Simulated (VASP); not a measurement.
# NaH (P6_3/mmc) in VASP: settings compared, part 2 of 2

VASP 6.6.1.

## Step 3: Single point, PBEsol

This run uses another cell than the first one, of 16.67 Å³/atom, 1.031 times its volume.

The input, INCAR:

```
PREC = Accurate
ENCUT = 520
EDIFF = 1E-7
ISMEAR = 0
SIGMA = 0.02
LREAL = F
LASPH = T
NELM = 60
ALGO = Normal
ISIF = 2
LWAVE = F
LCHARG = F
GGA = PS
NBANDS = 16
```

The input, KPOINTS:

```
regular mesh
0
Gamma
  6 6 6
```

The input, POSCAR:

```
NaH
1.0
    3.9728265287      0.0000000000      0.0000000000
   -1.9864132644      3.4405686987      0.0000000000
    0.0000000000      0.0000000000      4.8778371139
Na H
2 2
Direct
    0.3333333333      0.6666666667      0.2500000000
    0.6666666667      0.3333333333      0.7500000000
    0.3333333333      0.6666666667      0.7500000000
    0.6666666667      0.3333333333      0.2500000000
```

Potentials or basis: VASP PAW PBE potentials, release 64 (Na_pv, H).

The run is started by

```console
$ cat potpaw_PBE.64/Na_pv/POTCAR potpaw_PBE.64/H/POTCAR > POTCAR
$ mpirun -np 1 vasp_std > vasp.out
```

OUTCAR:

```text
PREC = Accurate
   ENCUT = 520
   EDIFF = 1E-7
   ISMEAR = 0
   LREAL = F
   LASPH = T
   NELM = 60
   ISIF = 2
   GGA = PS

 ion  position               nearest neighbor table
   1  0.333  0.667  0.250-
   2  0.667  0.333  0.750-
   3  0.333  0.667  0.750-
   4  0.667  0.333  0.250-

  LATTYP: Found a hexagonal cell.
 ALAT       =     3.9728265287
 C/A-ratio  =     1.2278001767

  Lattice vectors:

 A1 = (   3.9728265287,   0.0000000000,   0.0000000000)
 A2 = (  -1.9864132644,   3.4405686987,   0.0000000000)
 A3 = (   0.0000000000,   0.0000000000,   4.8778371139)

Analysis of symmetry for initial positions (statically):
=====================================================================
 Subroutine PRICEL returns:
 Original cell was already a primitive cell.

 Routine SETGRP: Setting up the symmetry group for a
[... 171 lines left out ...]
  free energy    TOTEN  =       -10.02399574 eV

  energy without entropy =      -10.02399574  energy(sigma->0) =      -10.02399574

 E-fermi :  -1.2940     XC(G=0):  -7.1799

 val. band max:       -1.4723457751   @ k =   0.1667  -0.0000   0.0000
 cond. band min:       1.6176197985   @ k =   0.3333   0.3333   0.0000
 fundamental gap:      3.0899655737
 Fermi energy:        -1.2939858042

 k-point     1 :       0.0000    0.0000    0.0000
  band No.  band energies     occupation
      1     -23.7050      2.00000
      2     -23.6663      2.00000
      3     -23.6663      2.00000
      4     -23.6396      2.00000
      5     -23.6396      2.00000
      6     -23.6219      2.00000
[... 433 lines left out ...]
      3     -23.6559      2.00000
      4     -23.6559      2.00000
      5     -23.6357      2.00000
      6     -23.6357      2.00000
[... 8 lines left out ...]
     15      11.5322      0.00000
     16      11.5322      0.00000

 [... further k-points ...]

------------------------ aborting loop because EDIFF is reached ----------------------------------------

  FORCE on cell =-STRESS in cart. coord.  units (eV):
  Direction    XX          YY          ZZ          XY          YZ          ZX
  --------------------------------------------------------------------------------------
  -------------------------------------------------------------------------------------
  Total       -0.1896101     -0.1896101     -0.2112137      0.0000000      0.0000000      0.0000000
  in kB       -4.5563269     -4.5563269     -5.0754621      0.0000000      0.0000000      0.0000000
  external PRESSURE =      -4.7293720 kB  Pullay stress =       0.0000000 kB

 VOLUME and BASIS-vectors are now :
 -----------------------------------------------------------------------------
  energy-cutoff  :      520.00
  volume of cell :       66.67
      direct lattice vectors                 reciprocal lattice vectors
     3.972826529  0.000000000  0.000000000     0.251709958  0.145324812  0.000000000
    -1.986413264  3.440568699  0.000000000     0.000000000  0.290649624  0.000000000
     0.000000000  0.000000000  4.877837114     0.000000000  0.000000000  0.205008896

 POSITION                                       TOTAL-FORCE (eV/Angst)
 -----------------------------------------------------------------------------------
     -0.00000      2.29371      1.21946         0.000000     -0.000000      0.000000
      1.98641      1.14686      3.65838        -0.000000      0.000000      0.000000
     -0.00000      2.29371      3.65838         0.000000     -0.000000      0.000000
      1.98641      1.14686      1.21946         0.000000     -0.000000      0.000000
 -----------------------------------------------------------------------------------
    total drift:                                0.000000     -0.000000      0.000000

  FREE ENERGIE OF THE ION-ELECTRON SYSTEM (eV)
  ---------------------------------------------------
  free  energy   TOTEN  =       -10.0239957408 eV

  energy  without entropy=      -10.0239957408  energy(sigma->0) =      -10.02399574
```

stdout:

```text
POSCAR found type information on POSCAR NaH
 POSCAR found :  2 types and       4 ions
 scaLAPACK will be used
 -----------------------------------------------------------------------------
|                                                                             |
|                                                                             |
|     You enforced a specific xc type in the INCAR file but a different       |
|     I HOPE YOU KNOW WHAT YOU ARE DOING!                                     |
|                                                                             |
 -----------------------------------------------------------------------------

 LDA part: xc-table for (Slater+PW92), standard interpolation
 POSCAR, INCAR and KPOINTS ok, starting setup
 FFT: planning ... GRIDC
 FFT: planning ... GRID_SOFT
 FFT: planning ... GRID
 WAVECAR not read
 entering main loop
```

Run time: 22 s. Hardware: 1 thread of Intel Xeon Platinum 8488C (Sapphire Rapids), shared host; peak memory 0.17 GiB.

What came out:

- Free energy: -10.0240 eV
- Pressure: -0.5 GPa
- Band gap on the k mesh: 3.09 eV, indirect (least direct gap 4.01 eV)

Levels at points of the mesh, in eV from the valence-band top:
| k point | band 4 | band 5 | band 6 | band 7 | band 8 | band 9 | band 10 | band 11 | band 12 | band 13 |
| --- | --- | --- | --- | --- | --- | --- | --- | --- | --- | --- |
| (0.00, 0.00, 0.00) | -22.17 | -22.17 | -22.15 | -3.38 | -0.02 | 4.61 | 7.76 | 10.07 | 10.07 | 10.41 |
| (0.50, 0.00, 0.00) | -22.19 | -22.18 | -22.17 | -1.52 | -0.63 | 3.67 | 7.25 | 7.38 | 7.60 | 7.62 |
| (0.00, 0.00, 0.50) | -22.18 | -22.18 | -22.18 | -2.07 | -2.07 | 6.74 | 6.74 | 10.84 | 10.84 | 10.84 |
| (0.50, 0.00, 0.50) | -22.18 | -22.16 | -22.16 | -0.84 | -0.84 | 3.73 | 3.73 | 8.26 | 8.26 | 8.96 |

Caveat: the PAW data sets were made with another functional, which shifts forces and pressure a little.

## Step 4: Single point, PBE (volume scaled by 1.03, then relaxed in part)

The input, INCAR:

```
ALGO     = Normal         # electronic algorithm
EDIFF    = 1E-7           # SCF threshold, eV
ENCUT    = 520            # plane-wave cutoff, eV
GGA      = PE             # functional
ISIF     = 2              # what is computed and relaxed
ISMEAR   = 0              # smearing method
LASPH    = True           # aspherical terms in the spheres
LCHARG   = False          # write CHGCAR
LREAL    = False          # projectors in reciprocal space
LWAVE    = False          # write WAVECAR
NBANDS   = 16             # bands
NELM     = 100            # most SCF steps
PREC     = Accurate       # precision mode
SIGMA    = 0.02           # smearing width, eV
```

The input, KPOINTS:

```
k-points
0
Gamma
  6 6 6
```

The input, POSCAR:

```
NaH
1.0
    4.0121640031      0.0000000000      0.0000000000
   -2.0060820016      3.4746359509      0.0000000000
    0.0000000000      0.0000000000      4.9261356720
Na H
2 2
Direct
    0.3333333333      0.6666666667      0.2500000000
    0.6666666667      0.3333333333      0.7500000000
    0.3333333333      0.6666666667      0.7500000000
    0.6666666667      0.3333333333      0.2500000000
```

The run is started by

```console
$ cat potpaw_PBE.64/Na_pv/POTCAR potpaw_PBE.64/H/POTCAR > POTCAR
$ mpirun -np 1 vasp_std > vasp.out
```

Wall time 29 s (1 thread of Intel Xeon Platinum 8488C (Sapphire Rapids), shared host); peak memory 0.18 GiB.

The run converged. Its results:

```
Free energy            : -10.0715 eV
Pressure               : -0.6 GPa
Band gap on the k mesh : 3.34 eV, indirect (least direct gap 4.21 eV)
```

Levels at points of the mesh, in eV from the valence-band top:
```tsv
k point	band 6	band 7	band 8	band 9	band 10	band 11
(0.00, 0.00, 0.00)	-22.29	-3.20	-0.02	4.79	7.77	10.07
(0.50, 0.00, 0.00)	-22.31	-1.45	-0.58	3.84	7.34	7.36
(0.00, 0.00, 0.50)	-22.32	-1.94	-1.94	6.74	6.74	10.87
(0.50, 0.00, 0.50)	-22.30	-0.79	-0.79	3.91	3.91	8.30
```

Caveat: the cell differs from its parent crystal (volume scaled by 1.03, then relaxed in part). A k mesh can miss the band edges.

## Step 5: Single point, PBE (volume scaled by 1.06, then relaxed in part)

The input, INCAR:

```
SYSTEM = NaH
ALGO = Normal ; EDIFF = 1E-7
ENCUT = 520 ; GGA = PE
ISIF = 2 ; ISMEAR = 0
LASPH = .True. ; LCHARG = .False.
LREAL = .False. ; LWAVE = .False.
NBANDS = 16 ; NELM = 60
PREC = Accurate ; SIGMA = 0.02
```

The input, KPOINTS:

```
k-points
0
Gamma
  6 6 6
  0 0 0
```

The input, POSCAR:

```
NaH
1.0
    4.0507448699      0.0000000000      0.0000000000
   -2.0253724350      3.5080479616      0.0000000000
    0.0000000000      0.0000000000      4.9735052671
Na H
2 2
Direct
    0.3333333333      0.6666666667      0.2500000000
    0.6666666667      0.3333333333      0.7500000000
    0.3333333333      0.6666666667      0.7500000000
    0.6666666667      0.3333333333      0.2500000000
```

The run is started by

```console
$ cat potpaw_PBE.64/Na_pv/POTCAR potpaw_PBE.64/H/POTCAR > POTCAR
$ mpirun -np 1 vasp_std > vasp.out
```

Wall time 26 s (1 thread of Intel Xeon Platinum 8488C (Sapphire Rapids), shared host); peak memory 0.18 GiB.

Results (log left out):

- Free energy: -10.0621 eV
- Pressure: -1.0 GPa
- Band gap on the k mesh: 3.34 eV, indirect (least direct gap 4.19 eV)

Levels at points of the mesh, in eV from the valence-band top:
```csv
k point,band 4,band 5,band 6,band 7,band 8,band 9,band 10,band 11,band 12,band 13
"(0.00, 0.00, 0.00)",-22.36,-22.36,-22.34,-3.13,-0.02,4.73,7.63,9.91,9.91,10.10
"(0.50, 0.00, 0.00)",-22.38,-22.37,-22.36,-1.42,-0.56,3.81,7.23,7.23,7.57,7.68
"(0.00, 0.00, 0.50)",-22.37,-22.37,-22.37,-1.90,-1.90,6.62,6.62,10.73,10.73,10.73
"(0.50, 0.00, 0.50)",-22.37,-22.35,-22.35,-0.78,-0.78,3.87,3.87,8.17,8.17,8.87
```

Caveat: the cell differs from its parent crystal (volume scaled by 1.06, then relaxed in part). A k mesh can miss the band edges.

## Step 6: Single point, PBE (volume scaled by 1.10, then relaxed in part)

The input, INCAR:

```
PREC = Accurate
ENCUT = 520
EDIFF = 1E-6
ISMEAR = 0
SIGMA = 0.02
LREAL = False
LASPH = True
NELM = 80
ALGO = Normal
ISIF = 2
LWAVE = False
LCHARG = False
GGA = PE
NBANDS = 16
```

The input, KPOINTS:

```
regular mesh
0
Gamma
  6 6 6
```

The input, POSCAR:

```
NaH
1.0
    4.1010698277      0.0000000000      0.0000000000
   -2.0505349139      3.5516306535      0.0000000000
    0.0000000000      0.0000000000      5.0352942592
Na H
2 2
Direct
    0.3333333333      0.6666666667      0.2500000000
    0.6666666667      0.3333333333      0.7500000000
    0.3333333333      0.6666666667      0.7500000000
    0.6666666667      0.3333333333      0.2500000000
```

Potentials or basis: VASP PAW PBE potentials, release 64 (Na_pv, H).

The run is started by

```console
$ cat potpaw_PBE.64/Na_pv/POTCAR potpaw_PBE.64/H/POTCAR > POTCAR
$ mpirun -np 1 vasp_std > vasp.out
```

Wall time 22 s (1 thread of Intel Xeon Platinum 8488C (Sapphire Rapids), shared host); peak memory 0.19 GiB.

The run converged. Its results:

```
Free energy            : -10.0413 eV
Pressure               : -1.6 GPa
Band gap on the k mesh : 3.33 eV, indirect (least direct gap 4.16 eV)
```

Levels at points of the mesh, in eV from the valence-band top:
```csv
k point,band 4,band 5,band 6,band 7,band 8,band 9,band 10,band 11,band 12,band 13
"(0.00, 0.00, 0.00)",-22.43,-22.43,-22.42,-3.03,-0.01,4.66,7.47,9.71,9.71,9.83
"(0.50, 0.00, 0.00)",-22.44,-22.43,-22.43,-1.38,-0.55,3.78,7.05,7.10,7.43,7.57
"(0.00, 0.00, 0.50)",-22.44,-22.44,-22.44,-1.84,-1.84,6.47,6.47,10.55,10.55,10.55
"(0.50, 0.00, 0.50)",-22.44,-22.42,-22.42,-0.76,-0.76,3.82,3.82,8.00,8.00,8.71
```

Caveat: the cell differs from its parent crystal (volume scaled by 1.10, then relaxed in part). A k mesh can miss the band edges.

## Step 7: Overview

```csv
level,cell,gap on the mesh (eV),pressure (GPa)
PBE,"a = 3.933, b = 3.933, c = 4.829 Å, angles 90.0, 90.0, 120.0°, 4 atoms",3.35,0.6
PBEsol,"a = 3.973, b = 3.973, c = 4.878 Å, angles 90.0, 90.0, 120.0°, 4 atoms",3.09,-0.5
PBE,"a = 4.012, b = 4.012, c = 4.926 Å, angles 90.0, 90.0, 120.0°, 4 atoms",3.34,-0.6
PBE,"a = 4.051, b = 4.051, c = 4.974 Å, angles 90.0, 90.0, 120.0°, 4 atoms",3.34,-1.0
PBE,"a = 4.101, b = 4.101, c = 5.035 Å, angles 90.0, 90.0, 120.0°, 4 atoms",3.33,-1.6
```

Alike in all rows: task single point; potentials or basis VASP PAW PBE potentials, release 64 (Na_pv, H); no spin polarisation; k mesh 6 × 6 × 6; cutoff (eV) 520; smearing gaussian 0.02 eV.

Caveats: the PAW data sets were made with another functional, which shifts forces and pressure a little (some runs).

Absolute energies hang on the potentials; compare differences alone.
